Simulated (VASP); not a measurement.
Ga:

```
Ga
1.0
    -1.35614    1.35614    2.26404
     1.35614   -1.35614    2.26404
     1.35614    1.35614   -2.26404
Ga
1
Cartesian
  0.0000 0.0000 0.0000
```

Base run:

| Property | Result |
| --- | --- |
| Program | VASP 6.6.1 |
| Functional | PBEsol |
| Potentials or basis | VASP PAW PBE potentials, release 64 (Ga_d) |
| Cutoff | 520 eV |
| k mesh | 13 × 13 × 13 |
| Occupations | fermi-dirac, width 0.05 eV |
| Spin | no spin polarisation |

Its results: pressure 4.2 GPa.

The run is repeated on the same cell with these changes: functional from PBEsol to LDA; potentials or basis from VASP PAW PBE potentials, release 64 (Ga_d) to VASP PAW LDA potentials, release 64 (Ga_d). What comes out?

Pressure 1.7 GPa.

Caveats: the PAW data sets were made with another functional, which shifts forces and pressure a little (some runs).
